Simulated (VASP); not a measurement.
# Ca (I4/mmm) in VASP: a series of runs, part 2 of 2

VASP 6.6.1. The steps go on from the part before.

## (3) Single point, PBE (strain +0.0750 x Voigt [1, 0, 0, 0, 0, 0])

INCAR

```
SYSTEM = Ca
ALGO = Normal ; EDIFF = 1E-7
ENCUT = 520 ; GGA = PE
ISIF = 2 ; ISMEAR = 0
LASPH = .True. ; LCHARG = .False.
LREAL = .False. ; LWAVE = .False.
NBANDS = 11 ; NELM = 100
PREC = Accurate ; SIGMA = 0.15
```

KPOINTS

```
k-points
0
Gamma
  14 14 14
  0 0 0
```

POSCAR

```
Ca
1.0
    0.0000000000      2.7942000000      2.7942000000
    3.0037650000      0.0000000000      2.7942000000
    3.0037650000      2.7942000000      0.0000000000
Ca
1
Direct
    0.0000000000      0.0000000000      0.0000000000
```

Potentials or basis: VASP PAW PBE potentials, release 64 (Ca_sv).

On the command line:

```sh
> cat potpaw_PBE.64/Ca_sv/POTCAR > POTCAR
> mpirun -np 1 vasp_std > vasp.out
```

Wall time 98 s (1 thread of AMD EPYC 9R45 (Zen 5), shared host); peak memory 0.23 GiB.

It converged, with:

| Item | Value |
| --- | --- |
| Free energy | -1.9094 eV |
| Pressure | -1.5 GPa |
| Band gap on the k mesh | zero (band 5 reaches 1.81 eV, above the bottom of band 6 at 1.34 eV) |

Stress tensor (GPa, compression positive):
```
-2.01  0.00  0.00
 0.00 -1.29  0.00
 0.00  0.00 -1.29
```

Levels at points of the mesh, in eV from the Fermi level:
| k point | band 2 | band 3 | band 4 | band 5 | band 6 | band 7 | band 8 | band 9 |
| --- | --- | --- | --- | --- | --- | --- | --- | --- |
| (0.00, 0.00, 0.00) | -23.20 | -23.19 | -23.19 | -3.84 | 1.99 | 2.30 | 2.30 | 2.91 |
| (0.50, 0.00, 0.00) | -23.29 | -23.22 | -23.20 | -0.94 | -0.22 | 1.91 | 2.27 | 3.67 |
| (0.50, 0.50, 0.00) | -23.29 | -23.24 | -23.23 | -0.29 | 0.59 | 1.02 | 3.67 | 3.76 |
| (0.00, 0.50, 0.50) | -23.28 | -23.22 | -23.22 | -0.54 | 0.39 | 0.70 | 3.75 | 3.87 |

Caveat: the cell differs from its parent crystal (strain +0.0750 x Voigt [1, 0, 0, 0, 0, 0]).

## (4) Single point, PBE (strain +0.0875 x Voigt [1, 0, 0, 0, 0, 0])

INCAR

```
SYSTEM = Ca
ALGO = Normal
EDIFF = 1E-7
ENCUT = 520
GGA = PE
ISIF = 2
ISMEAR = 0
LASPH = .TRUE.
LCHARG = .TRUE.
LELF = .TRUE.
LREAL = .FALSE.
LVHAR = .TRUE.
LWAVE = .FALSE.
NBANDS = 11
NELM = 80
PREC = Accurate
SIGMA = 0.15
```

KPOINTS

```
k-points
0
G
  14 14 14
  0 0 0
```

POSCAR

```
Ca
1.0
    0.0000000000      2.7942000000      2.7942000000
    3.0386925000      0.0000000000      2.7942000000
    3.0386925000      2.7942000000      0.0000000000
Ca
1
Direct
    0.0000000000      0.0000000000      0.0000000000
```

Potentials or basis: VASP PAW PBE potentials, release 64 (Ca_sv).

On the command line:

```sh
> cat potpaw_PBE.64/Ca_sv/POTCAR > POTCAR
> mpirun -np 1 vasp_std > vasp.out
```

OUTCAR:

```text
SYSTEM = Ca
   EDIFF = 1E-7
   ENCUT = 520
   GGA = PE
   ISIF = 2
   ISMEAR = 0
   LASPH = .TRUE.
   LREAL = .FALSE.
   NELM = 80
   PREC = Accurate

 ion  position               nearest neighbor table
   1  0.000  0.000  0.000-

  LATTYP: Found a body centered tetragonal cell.
 ALAT       =     3.9515955360
 C/A-ratio  =     1.5379572491

  Lattice vectors:

 A1 = (   3.0386925000,   0.0000000000,   2.7942000000)
[... 507 lines left out ...]
      1     -40.7721      2.00000
      2     -21.7508      2.00000
      3     -21.7188      2.00000
      4     -21.7152      2.00000
      5      -1.1387      2.00000
      6       2.8572      0.00000
      7       3.6959      0.00000
      8       3.9331      0.00000
      9       4.3329      0.00000
     10       4.8156      0.00000
     11       8.4086      0.00000

 [... further k-points ...]
[... 5 lines left out ...]
  --------------------------------------------------------------------------------------
  -------------------------------------------------------------------------------------
  Total       -0.6627142     -0.4086418     -0.4086418      0.0000000      0.0000000      0.0000000
  in kB      -22.3771670    -13.7981764    -13.7981764      0.0000000      0.0000000      0.0000000
  external PRESSURE =     -16.6578399 kB  Pullay stress =       0.0000000 kB

 VOLUME and BASIS-vectors are now :
 -----------------------------------------------------------------------------
  energy-cutoff  :      520.00
  volume of cell :       47.45
      direct lattice vectors                 reciprocal lattice vectors
     0.000000000  2.794200000  2.794200000    -0.164544455  0.178942094  0.178942094
     3.038692500  0.000000000  2.794200000     0.164544455 -0.178942094  0.178942094
     3.038692500  2.794200000  0.000000000     0.164544455  0.178942094 -0.178942094

 POSITION                                       TOTAL-FORCE (eV/Angst)
 -----------------------------------------------------------------------------------
      0.00000      0.00000      0.00000         0.000000     -0.000000     -0.000000
 -----------------------------------------------------------------------------------
    total drift:                                0.000000     -0.000000     -0.000000

  FREE ENERGIE OF THE ION-ELECTRON SYSTEM (eV)
  ---------------------------------------------------
  free  energy   TOTEN  =        -1.9022743719 eV

  energy  without entropy=       -1.8868444298  energy(sigma->0) =       -1.89455940
```

stdout:

```text
POSCAR found type information on POSCAR Ca
 POSCAR found :  1 types and       1 ions
 scaLAPACK will be used
 LDA part: xc-table for (Slater+PW92), standard interpolation
 POSCAR, INCAR and KPOINTS ok, starting setup
 FFT: planning ... GRIDC
 FFT: planning ... GRID_SOFT
 FFT: planning ... GRID
 WAVECAR not read
 entering main loop
```

Wall time 1.7 min (1 thread of AMD EPYC 9R45 (Zen 5), shared host); peak memory 0.23 GiB.

What came out:

```
Free energy            : -1.9023 eV
Pressure               : -1.7 GPa
Band gap on the k mesh : zero (band 5 reaches 1.78 eV, above the bottom of band 6 at 1.30 eV)
```

Stress tensor (GPa, compression positive):
```
-2.24  0.00  0.00
 0.00 -1.38  0.00
 0.00  0.00 -1.38
```

Caveat: the cell differs from its parent crystal (strain +0.0875 x Voigt [1, 0, 0, 0, 0, 0]).

## (5) Single point, PBE (strain +0.1000 x Voigt [1, 0, 0, 0, 0, 0])

INCAR

```
SYSTEM = Ca
PREC = Accurate ; ENCUT = 520
EDIFF = 1E-6 ; ISMEAR = 0
SIGMA = 0.15 ; LREAL = .FALSE.
LASPH = .TRUE. ; NELM = 100
ALGO = Normal ; ISIF = 2
LWAVE = .FALSE. ; LCHARG = .FALSE.
GGA = PE ; NBANDS = 11
```

KPOINTS

```
Automatic mesh
0
G
  14 14 14
  0 0 0
```

POSCAR

```
Ca
1.0
    0.0000000000      2.7942000000      2.7942000000
    3.0736200000      0.0000000000      2.7942000000
    3.0736200000      2.7942000000      0.0000000000
Ca
1
Direct
    0.0000000000      0.0000000000      0.0000000000
```

On the command line:

```sh
> cat potpaw_PBE.64/Ca_sv/POTCAR > POTCAR
> mpirun -np 1 vasp_std > vasp.out
```

Wall time 79 s (1 thread of AMD EPYC 9R45 (Zen 5), shared host); peak memory 0.23 GiB.

It converged, with:

| Item | Value |
| --- | --- |
| Free energy | -1.8944 eV |
| Pressure | -1.8 GPa |
| Band gap on the k mesh | zero (band 5 reaches 1.75 eV, above the bottom of band 6 at 1.26 eV) |

Stress tensor (GPa, compression positive):
```
-2.45  0.00  0.00
 0.00 -1.45  0.00
 0.00  0.00 -1.45
```

Levels at points of the mesh, in eV from the Fermi level:
| k point | band 3 | band 4 | band 5 | band 6 | band 7 | band 8 |
| --- | --- | --- | --- | --- | --- | --- |
| (0.00, 0.00, 0.00) | -23.25 | -23.25 | -3.80 | 1.90 | 2.31 | 2.31 |
| (0.50, 0.00, 0.00) | -23.27 | -23.26 | -0.93 | -0.23 | 1.83 | 2.29 |
| (0.50, 0.50, 0.00) | -23.30 | -23.28 | -0.25 | 0.60 | 1.05 | 3.56 |
| (0.00, 0.50, 0.50) | -23.28 | -23.28 | -0.59 | 0.25 | 0.73 | 3.68 |

Caveat: the cell differs from its parent crystal (strain +0.1000 x Voigt [1, 0, 0, 0, 0, 0]).

## (6) The runs side by side

```tsv
cell	gap on the mesh (eV)	pressure (GPa)
a = 3.952, b = 3.854, c = 3.854 Å, angles 61.7, 59.2, 59.2°, 1 atom	none	0.3
a = 3.952, b = 4.102, c = 4.102 Å, angles 57.6, 61.2, 61.2°, 1 atom	none	-1.5
a = 3.952, b = 4.128, c = 4.128 Å, angles 57.2, 61.4, 61.4°, 1 atom	none	-1.7
a = 3.952, b = 4.154, c = 4.154 Å, angles 56.8, 61.6, 61.6°, 1 atom	none	-1.8
```

Alike in all rows: task single point; level PBE; potentials or basis VASP PAW PBE potentials, release 64 (Ca_sv); no spin polarisation; k mesh 14 × 14 × 14; cutoff (eV) 520; smearing gaussian 0.15 eV.

Absolute energies hang on the potentials; compare differences alone.
